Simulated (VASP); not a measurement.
Write the native input for VASP 6.6.1 that does the following.

```
Task                               : single point
Functional                         : HSE06
Potentials or basis                : VASP PAW PBE potentials, release 64 (Si, C)
Cutoff                             : 520 eV
k mesh                             : 8 × 8 × 8
Occupations                        : gaussian, width 0.05 eV
Spin                               : no spin polarisation
Dipole correction                  : no
Grid for exact exchange (PRECFOCK) : Normal
Further INCAR settings             : ALGO = Normal; EDIFF = 1e-07; NBANDS = 11
Screening parameter                : 0.2079 1/Å
```

SiC:

```xyz
2
Lattice="0.0000 2.1477 2.1477 2.1477 0.0000 2.1477 2.1477 2.1477 0.0000" Properties=species:S:1:pos:R:3 pbc="T T T"
Si    0.0000    0.0000    0.0000
C     1.0739    1.0739    1.0739
```

One way to write it, as run:

POSCAR

```
SiC
1.0
    0.0000000000      2.1477430014      2.1477430014
    2.1477430014      0.0000000000      2.1477430014
    2.1477430014      2.1477430014      0.0000000000
Si C
1 1
Direct
    0.0000000000      0.0000000000      0.0000000000
    0.2500000000      0.2500000000      0.2500000000
```

INCAR.step1

```
ALGO = Normal ; EDIFF = 1E-5
ENCUT = 520 ; GGA = PE
ISIF = 2 ; ISMEAR = 0
LASPH = T ; LCHARG = F
LREAL = F ; LWAVE = T
NBANDS = 11 ; NELM = 80
PREC = Accurate ; SIGMA = 0.05
```

INCAR.step2

```
ALGO = Normal ; EDIFF = 1E-7
ENCUT = 520 ; GGA = PE
HFSCREEN = 0.2079 ; ISIF = 2
ISMEAR = 0 ; ISTART = 1
LASPH = T ; LCHARG = F
LHFCALC = T ; LREAL = F
LWAVE = F ; NBANDS = 11
NELM = 80 ; PREC = Accurate
PRECFOCK = Normal ; SIGMA = 0.05
```

KPOINTS

```
k-points
0
Gamma
  8 8 8
```

Potentials or basis: VASP PAW PBE potentials, release 64 (Si, C).

The run is started by

```bash
$ cat potpaw_PBE.64/Si/POTCAR potpaw_PBE.64/C/POTCAR > POTCAR
$ cp INCAR.step1 INCAR
$ mpirun -np 1 vasp_std > vasp.out
$ cp INCAR.step2 INCAR
$ mpirun -np 1 vasp_std > vasp.out
```

Results of the run:

The pressure is 8.8 GPa. The band gap on the k mesh is 2.20 eV, indirect (least direct gap 5.79 eV).

Caveat: the PAW data sets were made with another functional, which shifts forces and pressure a little.

Run time: 21 min on 1 thread of Intel(R) Xeon(R) Platinum 8488C (Sapphire Rapids) (shared host), peak memory 0.25 GiB.
